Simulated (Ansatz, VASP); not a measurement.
# One calculation of GaSb, two programs

```
Ga Sb
1.0
    -1.60571    2.59463    2.88279
     1.60571   -2.59463    2.88279
     1.60571    2.59463   -2.88279
Ga Sb
1 1
Direct
  0.00000 0.00000 0.00000
  0.50000 0.50000 0.00000
```

Alike in both runs: functional PBE; k mesh 16 × 16 × 16; occupations gaussian, width 0.1 eV; no spin polarisation.

Ansatz relaxed the structure, and its values are those at the end. VASP's run is a single point on that final structure, the one shown.

|  | VASP | Ansatz |
| --- | --- | --- |
| version | VASP 6.6.1 | Ansatz 0.2.0 |
| potentials or method | VASP PAW PBE potentials, release 64 (Ga_d, Sb), cutoff 520 eV | scalar-relativistic, plane waves, PAW |
| valence electrons in the cell | 18 | 28 |

|  | VASP | Ansatz | Ansatz less VASP |
| --- | --- | --- | --- |
| gap on the k mesh at the Fermi level (eV) | none | none | - |
| pressure (GPa) | 0.0 | 0.0 | -0.01 |

A gap of «none» marks a metal or a gap that the smearing closes. The functional is the same, so the differences come from potentials, cutoffs and numerics. VASP's potentials hold 18 valence electrons a cell and Ansatz's 28, so a difference there can come from the potentials and not from the codes.

Neither program's run includes spin-orbit coupling.
